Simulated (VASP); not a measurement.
Wanted: the native input for a VASP 6.6.1 run.

* Task: single point
* Functional: LDA
* Potentials or basis: VASP PAW LDA potentials, release 64 (Sr_sv)
* Cutoff: 520 eV
* k mesh: 4 × 4 × 4
* Occupations: gaussian, width 0.1 eV
* Spin: no spin polarisation
* Dipole correction: no
* Further INCAR settings: ALGO = Fast; EDIFF = 1e-06; NBANDS = 17

The structure of Sr lies in POSCAR:

```
Sr
1.0
   -3.7063582770      3.7063582770      2.0208764669
    3.7063582770     -3.7063582770      2.0208764669
    3.7063582770      3.7063582770     -2.0208764669
Sr
2
Direct
    0.7500000000      0.2500000000      0.5000000000
    0.0000000000      0.0000000000      0.0000000000
```

These files were run (other wordings do the same):

INCAR

```
SYSTEM = Sr
ALGO     = Fast           ! electronic algorithm
EDIFF    = 1E-6           ! SCF threshold, eV
ENCUT    = 520            ! plane-wave cutoff, eV
GGA      = CA             ! functional
ISIF     = 2              ! what is computed and relaxed
ISMEAR   = 0              ! smearing method
LASPH    = .TRUE.         ! aspherical terms in the spheres
LCHARG   = .FALSE.        ! write CHGCAR
LREAL    = .FALSE.        ! projectors in reciprocal space
LWAVE    = .FALSE.        ! write WAVECAR
NBANDS   = 17             ! bands
NELM     = 80             ! most SCF steps
PREC     = Accurate       ! precision mode
SIGMA    = 0.1            ! smearing width, eV
```

KPOINTS

```
k-points
0
G
  4 4 4
  0 0 0
```

Potentials or basis: VASP PAW LDA potentials, release 64 (Sr_sv).

Launch:

```sh
$ cat potpaw_LDA.64/Sr_sv/POTCAR > POTCAR
$ mpirun -np 1 vasp_std > vasp.out
```

Results of the run:

```yaml
Pressure: -0.8 GPa
Band_gap_on_the_k_mesh: zero (band 10 reaches 1.36 eV, above the bottom of band 11 at 1.09 eV)
```

Caveat: the k points lie up to 0.44 Å⁻¹ apart.

It took 18 s on 1 thread of Intel(R) Xeon(R) Platinum 8559C (Emerald Rapids), with other jobs on the host, peak memory 0.2 GiB.
